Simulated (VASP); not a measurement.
The system is Te2As3.

```
Te As
1.0
     5.14461    0.00000    0.00000
    -2.57230    4.45536    0.00000
     0.00000    0.00000    5.92589
Te As
2 3
Direct
  0.33333 0.66667 0.23581
  0.66667 0.33333 0.76419
  0.33333 0.66667 0.77265
  0.66667 0.33333 0.22735
  0.00000 0.00000 0.00000
```

The cell was generated, and may not be a known phase.

```yaml
Program: VASP 6.6.1
Task: relaxation of cell and atoms
Functional: PBE
Potentials_or_basis: VASP PAW PBE potentials, release 64 (Te, As)
Cutoff: 600 eV
k_mesh: 12 × 12 × 6
Occupations: gaussian, width 0.1 eV
Spin: no spin polarisation
```

At the start: pressure -0.2 GPa; volume 27.17 Å³/atom.

Problem. Where does the relaxation end?

Solution. Over 14 steps the energy falls by 4.0 meV/atom and the volume is 27.65 Å³/atom (+1.8 %); space group P-3m1 (No. 164, to 0.1 Å) before and after.

The path:
```tsv
step	energy change (eV)	largest force (eV/Å)	pressure (GPa)	volume (Å³)
1	0.0000	0.1988	-0.17	135.83
2	-0.0060	0.1511	0.26	135.28
3	-0.0082	0.0817	0.67	134.77
4	-0.0115	0.0561	0.59	135.31
5	-0.0150	0.0170	0.42	136.43
6	-0.0172	0.0317	0.08	137.21
7	-0.0175	0.0605	-0.12	137.70
8	-0.0181	0.0556	-0.09	137.70
9	-0.0191	0.0429	0.01	137.71
10	-0.0191	0.0397	0.04	137.71
11	-0.0195	0.0195	0.06	137.85
12	-0.0197	0.0046	0.09	138.01
13	-0.0197	0.0099	-0.06	138.43
14	-0.0198	0.0048	0.00	138.27
```

Final structure:
```yaml
crystal:
  lattice:
    - [5.17093, 0.00000, 0.00000]
    - [-2.58546, 4.47815, 0.00000]
    - [0.00000, 0.00000, 5.97122]
  atoms:
    - { symbol: Te, position: [0.33333, 0.66667, 0.22856] }
    - { symbol: Te, position: [0.66667, 0.33333, 0.77144] }
    - { symbol: As, position: [0.33333, 0.66667, 0.78130] }
    - { symbol: As, position: [0.66667, 0.33333, 0.21870] }
    - { symbol: As, position: [0.00000, 0.00000, 0.00000] }
```

Caveat: the highest band is partly filled, so the run has too few bands; an odd number of electrons without spin polarisation forces a metal; a magnetic or distorted state may lie lower.
